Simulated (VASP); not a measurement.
Crystal: La2O3.

```
La O
1.0
     6.37027    0.00000    0.00000
    -3.18514    5.51682    0.00000
     0.00000    0.00000    3.28989
La O
2 3
Direct
  0.66667 0.33333 0.49810
  0.33333 0.66667 0.50190
  0.50461 0.00000 0.00000
  0.00000 0.50461 0.00000
  0.49539 0.49539 0.00000
```

- Program: VASP 6.6.1
- Task: relaxation of cell and atoms
- Functional: LDA
- Potentials or basis: VASP PAW LDA potentials, release 64 (La, O)
- Cutoff: 600 eV
- k mesh: 4 × 4 × 6
- Occupations: fermi-dirac, width 0.05 eV
- Spin: no spin polarisation

At the start: pressure -5.3 GPa; volume 23.12 Å³/atom.

**Question.** Where does the relaxation end?

**Answer.** Over 13 steps the energy falls by 22.5 meV/atom and the volume is 21.87 Å³/atom (-5.4 %); space group P6/mmm (No. 191, to 0.1 Å) before and after.

The path:
```
step  energy change (eV)  largest force (eV/Å)  pressure (GPa)  volume (Å³)
   1              0.0000                0.0510           -5.33       115.62
   2              0.0551                0.0316            7.67       103.20
   3             -0.1076                0.0355           -0.24       109.83
   4             -0.1076                0.0352           -0.13       109.71
   5             -0.1111                0.0316            0.03       109.25
   6             -0.1112                0.0311            0.05       109.17
   7             -0.1112                0.0309            0.06       109.16
   8             -0.1114                0.0297           -0.04       109.27
   9             -0.1114                0.0276           -0.19       109.41
  10             -0.1115                0.0265           -0.19       109.41
  11             -0.1117                0.0245           -0.17       109.41
  12             -0.1119                0.0207           -0.14       109.39
  13             -0.1123                0.0132           -0.08       109.36
```

Final structure:
```yaml
crystal:
  lattice:
    - [6.25257, 0.00000, 0.00000]
    - [-3.12629, 5.41489, 0.00000]
    - [0.00000, 0.00000, 3.23020]
  atoms:
    - { symbol: La, position: [0.66667, 0.33333, 0.50078] }
    - { symbol: La, position: [0.33333, 0.66667, 0.49922] }
    - { symbol: O, position: [0.50171, 0.00000, 0.00000] }
    - { symbol: O, position: [0.00000, 0.50171, 0.00000] }
    - { symbol: O, position: [0.49829, 0.49829, 0.00000] }
```
